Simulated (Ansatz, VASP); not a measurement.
# One calculation of Zn, two programs

The input INCAR:

```
SYSTEM = Zn
  PREC = Accurate
  ENCUT = 520
  EDIFF = 1E-7
  ISMEAR = 0
  SIGMA = 0.1
  LREAL = .False.
  LASPH = .True.
  NELM = 80
  ALGO = Fast
  ISIF = 2
  LWAVE = .False.
  LCHARG = .False.
  GGA = PE
  NBANDS = 12
```

KPOINTS

```
regular mesh
0
Gamma
  18 18 18
  0 0 0
```

POSCAR

```
Zn
1.0
   -1.5006708036      1.5006708036      1.5006708036
    1.5006708036     -1.5006708036      1.5006708036
    1.5006708036      1.5006708036     -1.5006708036
Zn
1
Direct
    0.0000000000      0.0000000000      0.0000000000
```

Input for Ansatz:

```yaml
crystal:
  lattice:
    - [-1.5006708036, 1.5006708036, 1.5006708036]
    - [1.5006708036, -1.5006708036, 1.5006708036]
    - [1.5006708036, 1.5006708036, -1.5006708036]
  atoms:
    - { symbol: Zn, position: [0.0, 0.0, 0.0] }
basis:
  ecutwfc: 420
kpoints:
  mp_grid: { grid: [18, 18, 18] }
hamiltonian:
  xc: pbe
scf:
  occupations: { method: gaussian, width: 0.1 }
output:
  forces: true
  stress: true
  eigenvalues: true
```

Alike in both runs: task single point; functional PBE; k mesh 18 × 18 × 18; occupations gaussian, width 0.1 eV; no spin polarisation.

|  | VASP | Ansatz |
| --- | --- | --- |
| version | VASP 6.6.1 | Ansatz 0.2.0 |
| potentials or method | VASP PAW PBE potentials, release 64 (Zn), cutoff 520 eV | scalar-relativistic, plane waves, PAW |
| valence electrons in the cell | 12 | 12 |

```tsv
	VASP	Ansatz	Ansatz less VASP
gap on the k mesh at the Fermi level (eV)	none	none	-
pressure (GPa)	12.3	11.8	-0.42
```

A gap of «none» marks a metal or a gap that the smearing closes.
